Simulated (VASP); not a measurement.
A run of VASP 6.6.1 is set up as follows.

File INCAR:

```
  ALGO = Normal
  EDIFF = 1E-6
  ENCUT = 520
  GGA = PE
  ISIF = 2
  ISMEAR = -1
  IVDW = 13
  LASPH = T
  LCHARG = F
  LREAL = F
  LWAVE = F
  NBANDS = 22
  NELM = 100
  PREC = Accurate
  SIGMA = 0.05
```

KPOINTS

```
k-points
0
Gamma
  11 11 3
```

Contents of POSCAR:

```
Re
1.0
    2.7564010370      0.0000000000      0.0000000000
   -1.3782005185      2.3871133210      0.0000000000
    0.0000000000      0.0000000000      8.9145450421
Re
4
Direct
    0.6666666667      0.3333333333      0.7500000000
    0.0000000000      0.0000000000      0.5000000000
    0.3333333333      0.6666666667      0.2500000000
    0.0000000000      0.0000000000      0.0000000000
```

Potentials or basis: VASP PAW PBE potentials, release 64 (Re).

The run is started by

```bash
$ cat potpaw_PBE.64/Re/POTCAR > POTCAR
$ mpirun -np 1 vasp_std > vasp.out
```

**Question.** Predict the pressure.

**Answer.** -0.4 GPa.

**Question.** Estimate the band gap on the k mesh.

**Answer.** Zero (band 14 reaches 9.14 eV, above the bottom of band 15 at 6.69 eV).

Caveat: spin-orbit coupling is left out, which moves the levels of the heavy elements; pairwise dispersion overbinds metals, which lowers pressure and volume.
